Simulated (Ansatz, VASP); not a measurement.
## Two plane-wave programs on CoO

Contents of INCAR:

```
PREC = Accurate
ENCUT = 520
EDIFF = 1E-7
ISMEAR = -1
SIGMA = 0.05
LREAL = F
LASPH = T
NELM = 150
ALGO = Normal
ISIF = 2
LWAVE = F
LCHARG = F
ISPIN = 2
MAGMOM = 2 0
LORBIT = 11
LMAXMIX = 4
GGA = PE
NBANDS = 18
```

Contents of KPOINTS:

```
regular mesh
0
Gamma
  11 11 11
```

File POSCAR:

```
CoO
1.0
    0.0000000000      2.1315000000      2.1315000000
    2.1315000000      0.0000000000      2.1315000000
    2.1315000000      2.1315000000      0.0000000000
Co O
1 1
Direct
   -0.0073950000      0.0082970000      0.0150690000
    0.4971250000      0.5171570000      0.4953140000
```

input.yaml

```yaml
crystal:
  lattice:
    - [0.0, 2.1315, 2.1315]
    - [2.1315, 0.0, 2.1315]
    - [2.1315, 2.1315, 0.0]
  atoms:
    - { symbol: Co, position: [-0.007395, 0.008297, 0.015069], spin: 2.0 }
    - { symbol: O, position: [0.497125, 0.517157, 0.495314] }
hamiltonian:
  xc: pbe
  pseudopotentials: { kind: paw }
magnetization:
  spin_polarized: true
kpoints:
  mp_grid: { grid: [11, 11, 11] }
scf:
  occupations: { method: fermi_dirac, width: 0.05 }
output:
  forces: true
  stress: true
  eigenvalues: true
```

Change from the starting cell: atoms moved at random, drawn with an rms of 0.05 Å.

Alike in both runs: task single point; functional PBE; k mesh 11 × 11 × 11; occupations fermi-dirac, width 0.05 eV; collinear spin, ferromagnetic start.

```csv
,VASP,Ansatz
version,VASP 6.6.1,Ansatz 0.2.0
potentials or method,"VASP PAW PBE potentials, release 64 (Co, O)",Ansatz PAW
plane-wave cutoff (eV),520,420
valence electrons in the cell,15,23
```

```csv
,VASP,Ansatz,Ansatz less VASP
gap on the k mesh at the Fermi level (eV),none,none,-
pressure (GPa),-2.2,-1.7,+0.54
"traceless stress, the component that is largest in VASP (GPa)",0.09,0.09,+0.004
rms of the force components (eV/Å),0.032,0.031,-0.0012
net moment per atom (μB),1.45,1.47,+0.015
size of the moment on the site where the two differ most (μB),2.56,2.48,-0.072
```

Site moments also hang on the region over which each program counts them. Atom by atom the forces differ by 0.001 eV/Å (rms over components). A gap of «none» marks a metal or a gap that the smearing closes. VASP's potentials hold 15 valence electrons a cell and Ansatz's 23, so a difference there can come from the potentials and not from the codes.
